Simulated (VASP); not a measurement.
# ZrS (Immm) in VASP: notebook

Runs on ZrS. Level: PBEsol. Tasks: single point.

Program: VASP 6.6.1. These are calculated values, not measurements. Logs are shortened: lines on timing, memory, paths and dates and some standing lists are left out, and cuts for length are marked.

## Step 1: The cell of the first run

The structure is orthorhombic, space group Immm (No. 71). The conventional cell has a = 3.620 Å, b = 3.805 Å, c = 5.250 Å, α = 90.00°, β = 90.00°, γ = 90.00°. Within 3.9 Å of Zr (site symmetry mmm) lie 6 S at 2.62 to 2.63 Å and 12 Zr at 3.62 to 3.81 Å. Within 3.9 Å of S (site symmetry mmm) lie 6 Zr at 2.62 to 2.63 Å and 12 S at 3.62 to 3.81 Å.

## Step 2: Single point, PBEsol (strain -0.0500 x Voigt [0, 0, 0, 1, 0, 0])

The input, INCAR:

```
SYSTEM = ZrS
PREC = Accurate
ENCUT = 520
EDIFF = 1E-6
ISMEAR = 0
SIGMA = 0.15
LREAL = .False.
LASPH = .True.
NELM = 60
ALGO = Normal
ISIF = 2
LWAVE = .False.
LCHARG = .False.
GGA = PS
NBANDS = 16
```

The input, KPOINTS:

```
Automatic mesh
0
Gamma
  16 16 16
  0 0 0
```

The input, POSCAR:

```
ZrS
1.0
    0.0000000000      2.5593750000      2.5593750000
    2.6250000000     -0.0656250000      2.6250000000
    2.6250000000      2.6250000000     -0.0656250000
Zr S
1 1
Direct
    0.0000000000      0.0000000000      0.0000000000
    0.5000000000      0.5000000000      0.5000000000
```

Potentials or basis: VASP PAW PBE potentials, release 64 (Zr_sv, S).

Started as:

```console
> cat potpaw_PBE.64/Zr_sv/POTCAR potpaw_PBE.64/S/POTCAR > POTCAR
> mpirun -np 1 vasp_std > vasp.out
```

OUTCAR:

```text
SYSTEM = ZrS
   PREC = Accurate
   ENCUT = 520
   EDIFF = 1E-6
   ISMEAR = 0
   LREAL = .False.
   LASPH = .True.
   NELM = 60
   ISIF = 2
   GGA = PS

 ion  position               nearest neighbor table
   1  0.000  0.000  0.000-   2 2.62   2 2.62   2 2.63   2 2.63   2 2.63   2 2.63
   2  0.500  0.500  0.500-   1 2.62   1 2.62   1 2.63   1 2.63   1 2.63   1 2.63

  LATTYP: Found a body centered orthorhombic cell.
 ALAT       =     3.6195028362
 B/A-ratio  =     1.0512820513
 C/A-ratio  =     1.4504754486

  Lattice vectors:

 A1 = (  -2.6250000000,   0.0656250000,  -2.6250000000)
 A2 = (  -2.6250000000,  -0.0656250000,   2.6250000000)
 A3 = (   2.6250000000,   2.6250000000,  -0.0656250000)

Analysis of symmetry for initial positions (statically):
=====================================================================
 Subroutine PRICEL returns:
 Original cell was already a primitive cell.

 Routine SETGRP: Setting up the symmetry group for a
 body centered orthorhombic supercell.

 Subroutine GETGRP returns: Found  8 space group operations
 (whereof  8 operations were pure point group operations)
 out of a pool of  8 trial point group operations.

The static configuration has the point symmetry D_2h.

Analysis of symmetry for dynamics (positions and initial velocities):
=====================================================================
 Subroutine PRICEL returns:
 Original cell was already a primitive cell.

 Routine SETGRP: Setting up the symmetry group for a
 body centered orthorhombic supercell.

 Subroutine GETGRP returns: Found  8 space group operations
 (whereof  8 operations were pure point group operations)
 out of a pool of  8 trial point group operations.

The dynamic configuration has the point symmetry D_2h.

 Subroutine INISYM returns: Found  8 space group operations
 (whereof  8 operations are pure point group operations),
 and found     1 'primitive' translations

----------------------------------------------------------------------------------------

                                     Primitive cell

  volume of cell :      36.1532

  direct lattice vectors                    reciprocal lattice vectors
     0.000000000  2.559375000  2.559375000    -0.190476190  0.195360195  0.195360195
     2.625000000 -0.065625000  2.625000000     0.190476190 -0.185830430  0.185830430
     2.625000000  2.625000000 -0.065625000     0.190476190  0.185830430 -0.185830430

  length of vectors
     3.619502836  3.712890604  3.712890604     0.335577697  0.324572144  0.324572144

  position of ions in fractional coordinates (direct lattice)
     0.000000000  0.000000000  0.000000000
     0.500000000  0.500000000  0.500000000

  ion indices of the primitive-cell ions
   primitive index   ion index
                 1           1
                 2           2

----------------------------------------------------------------------------------------

 KPOINTS: Automatic mesh

Automatic generation of k-mesh.
 Grid dimensions read from file:
 generate k-points for:   16   16   16

 Generating k-lattice:

  Cartesian coordinates                     Fractional coordinates (reciprocal lattice)
    -0.011904762  0.012210012  0.012210012     0.062500000  0.000000000 -0.000000000
     0.011904762 -0.011614402  0.011614402     0.000000000  0.062500000  0.000000000
     0.011904762  0.011614402 -0.011614402     0.000000000  0.000000000  0.062500000

  Length of vectors
     0.020973606  0.020285759  0.020285759

  Shift w.r.t. Gamma in fractional coordinates (k-lattice)
     0.000000000  0.000000000  0.000000000

 Subroutine IBZKPT returns following result:
 ===========================================

 Found    621 irreducible k-points:

 Following reciprocal coordinates:
            Coordinates               Weight
  0.000000  0.000000  0.000000      1.000000
  0.062500  0.000000 -0.000000      4.000000
  0.125000  0.000000 -0.000000      4.000000
  0.187500  0.000000 -0.000000      4.000000
  0.250000  0.000000 -0.000000      4.000000
  0.312500  0.000000 -0.000000      4.000000
[... 16 lines left out ...]
 -0.187500  0.062500  0.000000      8.000000
 -0.125000  0.062500  0.000000      8.000000
 [... further k-points ...]
   k-points           NKPTS =    621   k-points in BZ     NKDIM =    621   number of bands    NBANDS=     16
   number of dos      NEDOS =    301   number of ions     NIONS =      2
   total plane-waves  NPLWV =  21952
   dimension x,y,z NGX =    28 NGY =   28 NGZ =   28
   dimension x,y,z NGXF=    56 NGYF=   56 NGZF=   56
   ions per type =               1   1
   NGX,Y,Z   is equivalent  to a cutoff of  12.86, 12.54, 12.54 a.u.
   NGXF,Y,Z  is equivalent  to a cutoff of  25.72, 25.07, 25.07 a.u.
 SYSTEM =  ZrS
   PREC   = accura    normal or accurate (medium, high low for compatibility)
   ISTART =      0    job   : 0-new  1-cont  2-samecut
   ICHARG =      2    charge: 1-file 2-atom 10-const
   ISPIN  =      1    spin polarized calculation?
   LNONCOLLINEAR =      F non collinear calculations
   LSORBIT =      F    spin-orbit coupling
   LASPH  =      T    aspherical Exc in radial PAW
   ENCUT  =  520.0 eV  38.22 Ry    6.18 a.u.   6.73  6.90  6.90*2*pi/ulx,y,z
   NELM   =     60;   NELMIN=  2; NELMDL= -5     # of ELM steps
   EDIFF  = 0.1E-05   stopping-criterion for ELM
   LREAL  =      F    real-space projection
   EDIFFG = 0.1E-04   stopping-criterion for IOM
   NSW    =      0    number of steps for IOM
   IBRION =     -1    ionic relax: 0-MD 1-quasi-New 2-CG
   NFREE  =      0    steps in history (QN), initial steepest desc. (CG)
   ISIF   =      2    stress and relaxation
   ISYM   =      2    0-nonsym 1-usesym 2-fastsym
   POTIM  = 0.5000    time-step for ionic-motion
   TEBEG  =    0.0;   TEEND  =   0.0 temperature during run
   PSTRESS=    0.0 pullay stress
   NELECT =      18.0000    total number of electrons
   NUPDOWN=      -1.0000    fix difference up-down
   EMIN   =  10.00;   EMAX   =-10.00  energy-range for DOS
   EFERMI =   0.00;   METHOD = LEGACY
   ISMEAR =     0;   SIGMA  =   0.15  broadening in eV -4-tet -1-fermi 0-gaus
   EFERMI_NEDOS =   21; number of points for ismear=-14 and -15
   IALGO  =     38    algorithm
   IMIX   =      4    mixing-type and parameters
     AMIX     =   0.40;   BMIX     =  1.00
     AMIX_MAG =   1.60;   BMIX_MAG =  1.00
  volume/ion in A,a.u.               =      18.08       121.99
  Fermi-wavevector in a.u.,A,eV,Ry     =   1.297528  2.451973 22.906495  1.683580
  Thomas-Fermi vector in A             =   2.428915
   LORBIT       =      0    0 simple, 1 ext, 2 COOP (PROOUT), +10 PAW based schemes
   GGA     = PS    functional components
   LHFCALC =     F    Hartree Fock is set to
   AEXX    =    0.0000 exact exchange contribution
   IVDW    =     0    specifies the selected vdW correction
   LEPSILON=     F    determine dielectric tensor
   LRPA    =     F    only Hartree local field effects (RPA)
 non-spin polarized calculation
 Gauss-broadening in eV      SIGMA  =   0.15
  energy-cutoff  :      520.00
  volume of cell :       36.15
 maximum number of plane-waves:       993
   NGX = 13   NGY = 13   NGZ = 13

 number of electron      18.0000001 magnetization

 Free energy of the ion-electron system (eV)
  ---------------------------------------------------
  ext. energy  EPLUGINS =         0.00000000
  ---------------------------------------------------
  free energy    TOTEN  =       -16.48039019 eV

  energy without entropy =      -16.46531218  energy(sigma->0) =      -16.47285119

 E-fermi :  10.6090     XC(G=0): -11.4644

 val. band max:       10.6069311183   @ k =   0.4375   0.1250   0.1250
 cond. band min:      10.6090742188   @ k =   0.0000   0.5000   0.1250
 fundamental gap:      0.0021431005
 Fermi energy:        10.6089802796

 k-point     1 :       0.0000    0.0000    0.0000
  band No.  band energies     occupation
      1     -39.2758      2.00000
      2     -17.2995      2.00000
      3     -17.2749      2.00000
      4     -17.2358      2.00000
      5      -5.2090      2.00000
      6       6.9720      2.00000
[... 8 lines left out ...]
     15      17.7526      0.00000
     16      22.8494      0.00000

 k-point     2 :       0.0625    0.0000   -0.0000
  band No.  band energies     occupation
      1     -39.2747      2.00000
      2     -17.3006      2.00000
      3     -17.2812      2.00000
      4     -17.2457      2.00000
      5      -5.1576      2.00000
      6       6.7568      2.00000
[... 8 lines left out ...]
     15      17.9406      0.00000
     16      22.6447      0.00000

 k-point     3 :       0.1250    0.0000   -0.0000
  band No.  band energies     occupation
      1     -39.2716      2.00000
      2     -17.3104      2.00000
      3     -17.3037      2.00000
      4     -17.2624      2.00000
      5      -5.0084      2.00000
      6       6.1646      2.00000
[... 8 lines left out ...]
     15      18.4210      0.00000
     16      21.9134      0.00000

 k-point     4 :       0.1875    0.0000   -0.0000
  band No.  band energies     occupation
      1     -39.2668      2.00000
      2     -17.3672      2.00000
      3     -17.3083      2.00000
      4     -17.2735      2.00000
      5      -4.7768      2.00000
      6       5.3198      2.00000
[... 8 lines left out ...]
     15      18.8329      0.00000
     16      21.1003      0.00000

 k-point     5 :       0.2500    0.0000   -0.0000
  band No.  band energies     occupation
      1     -39.2612      2.00000
      2     -17.4364      2.00000
      3     -17.3138      2.00000
      4     -17.2829      2.00000
      5      -4.4877      2.00000
      6       4.4820      2.00000
[... 8 lines left out ...]
     15      18.7527      0.00000
     16      19.9527      0.00000

 k-point     6 :       0.3125    0.0000   -0.0000
  band No.  band energies     occupation
      1     -39.2556      2.00000
      2     -17.5051      2.00000
      3     -17.3193      2.00000
      4     -17.2914      2.00000
      5      -4.1761      2.00000
      6       3.7316      2.00000
[... 8 lines left out ...]
     15      18.7828      0.00000
     16      18.8423      0.00000

 k-point     7 :       0.3750    0.0000   -0.0000
  band No.  band energies     occupation
      1     -39.2509      2.00000
      2     -17.5626      2.00000
      3     -17.3239      2.00000
      4     -17.2984      2.00000
      5      -3.8882      2.00000
      6       3.1288      2.00000
[... 8 lines left out ...]
     15      17.7131      0.00000
     16      18.0952      0.00000

 k-point     8 :       0.4375    0.0000   -0.0000
  band No.  band energies     occupation
      1     -39.2477      2.00000
      2     -17.6005      2.00000
      3     -17.3270      2.00000
      4     -17.3031      2.00000
      5      -3.6797      2.00000
      6       2.7318      2.00000
[... 8 lines left out ...]
     15      16.8700      0.00000
     16      17.1663      0.00000

 k-point     9 :       0.5000    0.0000   -0.0000
  band No.  band energies     occupation
      1     -39.2466      2.00000
      2     -17.6138      2.00000
      3     -17.3281      2.00000
      4     -17.3047      2.00000
      5      -3.6027      2.00000
      6       2.5921      2.00000
[... 8 lines left out ...]
     15      16.4165      0.00000
     16      16.5692      0.00000
[... 172 lines left out ...]
 k-point    19 :      -0.4375    0.0625    0.0000
  band No.  band energies     occupation
      1     -39.2468      2.00000
      2     -17.6023      2.00000
      3     -17.3348      2.00000
      4     -17.3061      2.00000
      5      -3.6589      2.00000
      6       2.7158      2.00000
[... 8 lines left out ...]
     15      16.7609      0.00000
     16      17.1648      0.00000

 k-point    20 :      -0.3750    0.0625    0.0000
  band No.  band energies     occupation
      1     -39.2493      2.00000
      2     -17.5728      2.00000
      3     -17.3340      2.00000
      4     -17.3004      2.00000
      5      -3.8197      2.00000
      6       3.0120      2.00000
[... 8 lines left out ...]
     15      17.4714      0.00000
     16      17.8083      0.00000

 k-point    21 :      -0.3125    0.0625    0.0000
  band No.  band energies     occupation
      1     -39.2536      2.00000
      2     -17.5228      2.00000
      3     -17.3306      2.00000
      4     -17.2924      2.00000
      5      -4.0747      2.00000
      6       3.5139      2.00000
[... 8 lines left out ...]
     15      18.3249      0.00000
     16      18.8753      0.00000

 k-point    22 :      -0.2500    0.0625    0.0000
  band No.  band energies     occupation
      1     -39.2590      2.00000
      2     -17.4602      2.00000
      3     -17.3247      2.00000
      4     -17.2830      2.00000
      5      -4.3709      2.00000
      6       4.1610      2.00000
[... 8 lines left out ...]
     15      18.7253      0.00000
     16      19.2436      0.00000

 k-point    23 :      -0.1875    0.0625    0.0000
  band No.  band energies     occupation
      1     -39.2646      2.00000
      2     -17.3953      2.00000
      3     -17.3164      2.00000
      4     -17.2729      2.00000
      5      -4.6604      2.00000
      6       4.8868      2.00000
[... 8 lines left out ...]
     15      18.8846      0.00000
     16      20.0556      0.00000

 k-point    24 :      -0.1250    0.0625    0.0000
  band No.  band energies     occupation
      1     -39.2696      2.00000
      2     -17.3430      2.00000
      3     -17.3045      2.00000
      4     -17.2614      2.00000
      5      -4.9055      2.00000
      6       5.6175      2.00000
[... 8 lines left out ...]
     15      18.6710      0.00000
     16      20.9445      0.00000

 [... further k-points ...]

------------------------ aborting loop because EDIFF is reached ----------------------------------------

  FORCE on cell =-STRESS in cart. coord.  units (eV):
  Direction    XX          YY          ZZ          XY          YZ          ZX
  --------------------------------------------------------------------------------------
  -------------------------------------------------------------------------------------
  Total       -1.4245647     -1.3705855     -1.3705855      0.0000000      0.3001325      0.0000000
  in kB      -63.1315350    -60.7393754    -60.7393754      0.0000000     13.3007842      0.0000000
  external PRESSURE =     -61.5367620 kB  Pullay stress =       0.0000000 kB

 VOLUME and BASIS-vectors are now :
 -----------------------------------------------------------------------------
  energy-cutoff  :      520.00
  volume of cell :       36.15
      direct lattice vectors                 reciprocal lattice vectors
     0.000000000  2.559375000  2.559375000    -0.190476190  0.195360195  0.195360195
     2.625000000 -0.065625000  2.625000000     0.190476190 -0.185830430  0.185830430
     2.625000000  2.625000000 -0.065625000     0.190476190  0.185830430 -0.185830430

 POSITION                                       TOTAL-FORCE (eV/Angst)
 -----------------------------------------------------------------------------------
      0.00000      0.00000      0.00000        -0.000000      0.000000      0.000000
      2.62500      2.55938      2.55938         0.000000     -0.000000     -0.000000
 -----------------------------------------------------------------------------------
    total drift:                                0.000000      0.000000      0.000000

  FREE ENERGIE OF THE ION-ELECTRON SYSTEM (eV)
  ---------------------------------------------------
  free  energy   TOTEN  =       -16.4803901939 eV

  energy  without entropy=      -16.4653121792  energy(sigma->0) =      -16.47285119
```

It took 3.2 min on 1 thread of AMD EPYC 9R45 (Zen 5), shared host; peak memory 0.4 GiB.

What came out:

```
Free energy            : -16.4804 eV
Pressure               : -6.2 GPa
Band gap on the k mesh : zero (bands 9 and 10 overlap by 2.76 eV)
```

Levels at points of the mesh, in eV from the Fermi level:
```
           k point  band 7  band 8  band 9  band 10  band 11  band 12
(0.00, 0.00, 0.00)   -3.52   -3.36   -1.61    -1.39    -1.09    -0.67
(0.50, 0.00, 0.00)   -6.18   -5.96    1.37     1.49     1.80     2.09
(0.00, 0.50, 0.00)   -5.96   -5.70    1.09     1.57     1.80     1.97
(0.50, 0.50, 0.00)   -4.45   -4.45   -3.45     0.48     2.15     2.36
(0.00, 0.50, 0.50)   -4.65   -4.24   -3.45     0.53     2.37     2.38
```

Caveat: the cell differs from its parent crystal (strain -0.0500 x Voigt [0, 0, 0, 1, 0, 0]); the cell stands under tension; the PAW data sets were made with another functional, which shifts forces and pressure a little.

(Part 1 of 2 ends here.)
